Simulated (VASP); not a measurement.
# Fe (Im-3m) in VASP: further runs

Aim: see how the results for Fe move with the level of theory and the settings. Levels: PBE, PBE+D3(BJ). Tasks: single point.

Everything below comes from runs of VASP 6.6.1. Logs are shortened: lines on timing, memory, paths and dates and some standing lists are left out, and cuts for length are marked.

### Step 1. The cell of the first run

The structure is cubic, space group Im-3m (No. 229). Conventional cell: a = 2.886 Å, b = 2.886 Å, c = 2.886 Å, α = 90.00°, β = 90.00°, γ = 90.00°. Fe (site symmetry m-3m) has 14 Fe at 2.50 to 2.89 Å within 3.3 Å.

### Step 2. Single point, PBE, collinear spin, ferromagnetic start

Input file INCAR:

```
SYSTEM = Fe
ALGO     = Fast           ! electronic algorithm
EDIFF    = 1E-6           ! SCF threshold, eV
ENCUT    = 520            ! plane-wave cutoff, eV
GGA      = PE             ! functional
ISIF     = 2              ! what is computed and relaxed
ISMEAR   = 1              ! smearing method
ISPIN    = 2              ! spin polarisation
LASPH    = .True.         ! aspherical terms in the spheres
LCHARG   = .True.         ! write CHGCAR
LELF     = .True.         ! ELF
LMAXMIX  = 4              ! l up to which the mixer works
LORBIT   = 11             ! projections on sites
LREAL    = .False.        ! projectors in reciprocal space
LVHAR    = .True.       
LWAVE    = .False.        ! write WAVECAR
MAGMOM   = 3              ! initial moments
NBANDS   = 14             ! bands
NELM     = 150            ! most SCF steps
PREC     = Accurate       ! precision mode
SIGMA    = 0.005          ! smearing width, eV
```

Input file KPOINTS:

```
k-points
0
Gamma
  11 11 11
  0 0 0
```

Input file POSCAR:

```
Fe
1.0
   -1.4430000000      1.4430000000      1.4430000000
    1.4430000000     -1.4430000000      1.4430000000
    1.4430000000      1.4430000000     -1.4430000000
Fe
1
Direct
    0.0000000000      0.0000000000      0.0000000000
```

Potentials or basis: VASP PAW PBE potentials, release 64 (Fe).

Started as:

```console
> cat potpaw_PBE.64/Fe/POTCAR > POTCAR
> mpirun -np 1 vasp_std > vasp.out
```

OUTCAR:

```text
SYSTEM = Fe
   EDIFF = 1E-6
   ENCUT = 520
   GGA = PE
   ISIF = 2
   ISMEAR = 1
   ISPIN = 2
   LASPH = .True.
   LORBIT = 11
   LREAL = .False.
   NELM = 150
   PREC = Accurate

 ion  position               nearest neighbor table
   1  0.000  0.000  0.000-

  LATTYP: Found a body centered cubic cell.
 ALAT       =     2.8860000000

  Lattice vectors:

 A1 = (  -1.4430000000,   1.4430000000,   1.4430000000)
 A2 = (   1.4430000000,  -1.4430000000,   1.4430000000)
 A3 = (   1.4430000000,   1.4430000000,  -1.4430000000)

Analysis of symmetry for initial positions (statically):
=====================================================================
 Subroutine PRICEL returns:
 Original cell was already a primitive cell.

 Routine SETGRP: Setting up the symmetry group for a
 body centered cubic supercell.

 Subroutine GETGRP returns: Found 48 space group operations
 (whereof 48 operations were pure point group operations)
 out of a pool of 48 trial point group operations.

The static configuration has the point symmetry O_h .

Analysis of symmetry for dynamics (positions and initial velocities):
=====================================================================
 Subroutine PRICEL returns:
 Original cell was already a primitive cell.

 Routine SETGRP: Setting up the symmetry group for a
 body centered cubic supercell.

 Subroutine GETGRP returns: Found 48 space group operations
 (whereof 48 operations were pure point group operations)
 out of a pool of 48 trial point group operations.

The dynamic configuration has the point symmetry O_h .

Analysis of structural, dynamic, and magnetic symmetry:
=====================================================================
 Subroutine PRICEL returns:
 Original cell was already a primitive cell.

 Routine SETGRP: Setting up the symmetry group for a
 body centered cubic supercell.

 Subroutine GETGRP returns: Found 48 space group operations
 (whereof 48 operations were pure point group operations)
 out of a pool of 48 trial point group operations.

The overall configuration has the point symmetry O_h .

 Subroutine INISYM returns: Found 48 space group operations
 (whereof 48 operations are pure point group operations),
 and found     1 'primitive' translations

----------------------------------------------------------------------------------------

                                     Primitive cell

  volume of cell :      12.0187

  direct lattice vectors                    reciprocal lattice vectors
    -1.443000000  1.443000000  1.443000000     0.000000000  0.346500347  0.346500347
[... 118 lines left out ...]
  energy-cutoff  :      520.00
  volume of cell :       12.02
 maximum number of plane-waves:       335
   NGX =  9   NGY =  9   NGZ =  9

 number of electron       7.9999995 magnetization       2.2720028

 Free energy of the ion-electron system (eV)
  ---------------------------------------------------
  ext. energy  EPLUGINS =         0.00000000
  ---------------------------------------------------
  free energy    TOTEN  =        -8.22200057 eV

  energy without entropy =       -8.22198824  energy(sigma->0) =       -8.22199646

 E-fermi :   5.2079     XC(G=0): -12.7997

 val. band max:        5.1591174410   @ k =  -0.4545  -0.4545   0.3636
 cond. band min:       5.2083727165   @ k =  -0.4545  -0.4545   0.2727
 fundamental gap:      0.0492552755
 Fermi energy:         5.2078779944

 spin component 1

 k-point     1 :       0.0000    0.0000    0.0000
  band No.  band energies     occupation
      1      -2.8424      1.00000
      2       3.0490      1.00000
      3       3.0490      1.00000
      4       3.0490      1.00000
      5       4.1553      1.00000
      6       4.1553      1.00000
      7      29.7345      0.00000
      8      29.7345      0.00000
      9      29.7345      0.00000
     10      34.4633      0.00000
     11      34.4633      0.00000
     12      36.5381      0.00000
     13      36.5583      0.00000
     14      36.5592      0.00000
[... 379 lines left out ...]
      3       3.0943      1.00000
      4       4.2994      1.00000
      5       4.3850      1.00000
      6       9.5739      0.00000
      7      12.4646      0.00000
      8      17.1760      0.00000
      9      20.1992      0.00000
     10      34.0702      0.00000
     11      38.6290      0.00000
     12      39.1663      0.00000
     13      44.6821      0.00000
     14      44.8024      0.00000

 [... further k-points ...]

 spin component 2

 k-point     1 :       0.0000    0.0000    0.0000
  band No.  band energies     occupation
      1      -2.6869      1.00000
      2       5.0466      1.00000
      3       5.0467      1.00000
      4       5.0467      1.00000
      5       6.9689      0.00000
      6       6.9690      0.00000
      7      29.4520      0.00000
      8      29.4520      0.00000
      9      29.4520      0.00000
     10      34.6309      0.00000
     11      34.6309      0.00000
     12      37.7064      0.00000
     13      37.7064      0.00000
     14      37.7064      0.00000
[... 379 lines left out ...]
      3       4.3654      1.00000
      4       7.0178      0.00000
      5       7.2166      0.00000
      6      10.7335      0.00000
      7      13.6530      0.00000
      8      17.8367      0.00000
      9      20.7770      0.00000
     10      34.1186      0.00000
     11      38.6572      0.00000
     12      39.6337      0.00000
     13      44.7185      0.00000
     14      45.4654      0.00000

 [... further k-points ...]
[... 5 lines left out ...]
  --------------------------------------------------------------------------------------
  -------------------------------------------------------------------------------------
  Total       -0.7221676     -0.7221676     -0.7221676     -0.0000000     -0.0000000     -0.0000000
  in kB      -96.2696934    -96.2696934    -96.2696934     -0.0000000     -0.0000000     -0.0000000
  external PRESSURE =     -96.2696934 kB  Pullay stress =       0.0000000 kB

 VOLUME and BASIS-vectors are now :
 -----------------------------------------------------------------------------
  energy-cutoff  :      520.00
  volume of cell :       12.02
      direct lattice vectors                 reciprocal lattice vectors
    -1.443000000  1.443000000  1.443000000     0.000000000  0.346500347  0.346500347
     1.443000000 -1.443000000  1.443000000     0.346500347  0.000000000  0.346500347
     1.443000000  1.443000000 -1.443000000     0.346500347  0.346500347  0.000000000

 POSITION                                       TOTAL-FORCE (eV/Angst)
 -----------------------------------------------------------------------------------
      0.00000      0.00000      0.00000         0.000000      0.000000     -0.000000
 -----------------------------------------------------------------------------------
    total drift:                                0.000000      0.000000      0.000000

  FREE ENERGIE OF THE ION-ELECTRON SYSTEM (eV)
  ---------------------------------------------------
  free  energy   TOTEN  =        -8.2220005715 eV

  energy  without entropy=       -8.2219882396  energy(sigma->0) =       -8.22199646

 total charge

# of ion       s       p       d       tot
------------------------------------------
    1        0.465   0.491   6.202   7.157

 magnetization (x)

# of ion       s       p       d       tot
------------------------------------------
    1       -0.013  -0.054   2.346   2.279
```

OSZICAR:

```text
N       E                     dE             d eps       ncg     rms          rms(c)
DAV:   1     0.231037600066E+02    0.23104E+02   -0.38679E+03  3380   0.689E+02
DAV:   2    -0.817302681018E+01   -0.31277E+02   -0.28657E+02  3412   0.129E+02
DAV:   3    -0.913326611803E+01   -0.96024E+00   -0.95664E+00  3824   0.236E+01
DAV:   4    -0.913641415098E+01   -0.31480E-02   -0.31479E-02  3658   0.125E+00
DAV:   5    -0.913642966942E+01   -0.15518E-04   -0.15519E-04  3832   0.892E-02    0.108E+01
RMM:   6    -0.830640845683E+01    0.83002E+00   -0.16517E+00  3931   0.138E+01    0.687E+00
RMM:   7    -0.823845350232E+01    0.67955E-01   -0.72405E-02  3963   0.297E+00    0.384E+00
RMM:   8    -0.822948782818E+01    0.89657E-02   -0.78698E-03  3909   0.690E-01    0.129E+00
RMM:   9    -0.822230364592E+01    0.71842E-02   -0.16103E-03  3834   0.280E-01    0.318E-01
RMM:  10    -0.822192735300E+01    0.37629E-03   -0.44701E-04  3843   0.208E-01    0.935E-02
RMM:  11    -0.822199631529E+01   -0.68962E-04   -0.68328E-05  4112   0.636E-02    0.418E-02
RMM:  12    -0.822200112743E+01   -0.48121E-05   -0.11168E-05  4027   0.241E-02    0.224E-02
RMM:  13    -0.822199907994E+01    0.20475E-05   -0.27607E-06  3899   0.141E-02    0.208E-02
RMM:  14    -0.822200053752E+01   -0.14576E-05   -0.85895E-07  3002   0.691E-03    0.126E-03
RMM:  15    -0.822200057152E+01   -0.34000E-07   -0.15349E-07  2145   0.336E-03
   1 F= -.82220006E+01 E0= -.82219965E+01  d E =-.123319E-04  mag=     2.2719
```

It took 44 s on 1 thread of Intel Xeon Platinum 8259CL at 2.50GHz (Skylake/Cascade Lake), shared host; peak memory 0.14 GiB.

What came out:

```
Free energy                                           : -8.2220 eV
Pressure                                              : -9.6 GPa
Net moment                                            : 2.27 μB per cell
Site moments                                          : Fe +2.28 μB
Valence electrons inside the program's atomic spheres : Fe 7.16
```

### Step 3. Single point, PBE+D3(BJ), collinear spin, ferromagnetic start

This run uses another cell than the first one, of 11.01 Å³/atom, 0.916 times its volume.

Input file INCAR:

```
SYSTEM = Fe
ALGO = Normal ; EDIFF = 1E-7
ENCUT = 520 ; GGA = PE
ISIF = 2 ; ISMEAR = -1
ISPIN = 2 ; IVDW = 12
LASPH = .True. ; LCHARG = .False.
LMAXMIX = 4 ; LORBIT = 11
LREAL = .False. ; LWAVE = .False.
MAGMOM = 3 ; NBANDS = 14
NELM = 150 ; PREC = Accurate
SIGMA = 0.05
```

Input file KPOINTS:

```
k-points
0
Gamma
  13 13 13
  0 0 0
```

Input file POSCAR:

```
Fe
1.0
   -1.4014972475      1.4014972475      1.4014972475
    1.4014972475     -1.4014972475      1.4014972475
    1.4014972475      1.4014972475     -1.4014972475
Fe
1
Direct
    0.0000000000      0.0000000000      0.0000000000
```

Potentials or basis: VASP PAW PBE potentials, release 64 (Fe).

Started as:

```console
> cat potpaw_PBE.64/Fe/POTCAR > POTCAR
> mpirun -np 1 vasp_std > vasp.out
```

Run time: 52 s. Hardware: 1 thread of Intel Xeon Platinum 8259CL at 2.50GHz (Skylake/Cascade Lake), shared host; peak memory 0.14 GiB.

Results (log left out):

```yaml
Free_energy: -8.6091 eV
Pressure: -0.2 GPa
Net_moment: 2.09 μB per cell
Site_moments: Fe +2.09 μB
Valence_electrons_inside_the_program's_atomic_spheres: Fe 7.33
Dispersion_energy_per_atom: -0.369 eV
```

Levels at points of the mesh, in eV from the Fermi level:
Spin up:
| k point | band 1 | band 2 | band 3 | band 4 | band 5 | band 6 | band 7 | band 8 | band 9 | band 10 |
| --- | --- | --- | --- | --- | --- | --- | --- | --- | --- | --- |
| (0.00, 0.00, 0.00) | -8.65 | -2.37 | -2.37 | -2.37 | -1.12 | -1.12 | 25.30 | 25.30 | 25.30 | 30.58 |
Spin down:
```tsv
k point	band 1	band 2	band 3	band 4	band 5	band 6	band 7	band 8
(0.00, 0.00, 0.00)	-8.48	-0.57	-0.57	-0.57	1.58	1.58	25.06	25.06
```

Caveat: pairwise dispersion overbinds metals, which lowers pressure and volume.

### Step 4. Single point, PBE+D3(BJ), collinear spin, ferromagnetic start

This run uses another cell than the first one, of 11.06 Å³/atom, 0.920 times its volume.

Input file INCAR:

```
SYSTEM = Fe
  PREC = Accurate
  ENCUT = 520
  EDIFF = 1E-6
  ISMEAR = -1
  SIGMA = 0.05
  LREAL = .False.
  LASPH = .True.
  NELM = 150
  ALGO = Normal
  ISIF = 2
  LWAVE = .False.
  LCHARG = .False.
  ISPIN = 2
  MAGMOM = 3
  LORBIT = 11
  LMAXMIX = 4
  GGA = PE
  IVDW = 12
  NBANDS = 14
```

Input file KPOINTS:

```
regular mesh
0
Gamma
  13 13 13
  0 0 0
```

Input file POSCAR:

```
Fe
1.0
   -1.4036546370      1.4036546370      1.4036546370
    1.4036546370     -1.4036546370      1.4036546370
    1.4036546370      1.4036546370     -1.4036546370
Fe
1
Direct
    0.0000000000      0.0000000000      0.0000000000
```

Started as:

```console
> cat potpaw_PBE.64/Fe/POTCAR > POTCAR
> mpirun -np 1 vasp_std > vasp.out
```

Run time: 33 s. Hardware: 1 thread of Intel Xeon Platinum 8259CL at 2.50GHz (Skylake/Cascade Lake), shared host; peak memory 0.14 GiB.

Results (log left out):

- Free energy: -8.6089 eV
- Pressure: -1.2 GPa
- Net moment: 2.10 μB per cell
- Site moments: Fe +2.09 μB
- Valence electrons inside the program's atomic spheres: Fe 7.33
- Dispersion energy per atom: -0.367 eV

Levels at points of the mesh, in eV from the Fermi level:
Spin up:
| k point | band 3 | band 4 | band 5 | band 6 | band 7 | band 8 |
| --- | --- | --- | --- | --- | --- | --- |
| (0.00, 0.00, 0.00) | -2.36 | -2.36 | -1.11 | -1.11 | 25.26 | 25.26 |
Spin down:
```tsv
k point	band 1	band 2	band 3	band 4	band 5	band 6	band 7
(0.00, 0.00, 0.00)	-8.45	-0.55	-0.55	-0.55	1.59	1.59	25.01
```

Caveat: three body term missing; pairwise dispersion overbinds metals, which lowers pressure and volume.

### Step 5. Overview

```csv
level,cell,k mesh,smearing,gap on the mesh (eV),pressure (GPa),moment (μB)
PBE,"a = 2.499 Å, angles 109.5°, 1 atom",11 × 11 × 11,methfessel-paxton 0.005 eV,none,-9.6,2.27
PBE+D3(BJ),"a = 2.427 Å, angles 109.5°, 1 atom",13 × 13 × 13,fermi-dirac 0.05 eV,none,-0.2,2.09
PBE+D3(BJ),"a = 2.431 Å, angles 109.5°, 1 atom",13 × 13 × 13,fermi-dirac 0.05 eV,none,-1.2,2.10
```

Alike in all rows: task single point; potentials or basis VASP PAW PBE potentials, release 64 (Fe); spin collinear, ferromagnetic start; cutoff (eV) 520.

Caveats: pairwise dispersion overbinds metals, which lowers pressure and volume (some runs); three body term missing (some runs).

Total energies depend on the potentials used, so only differences within one code and one set of settings carry meaning.
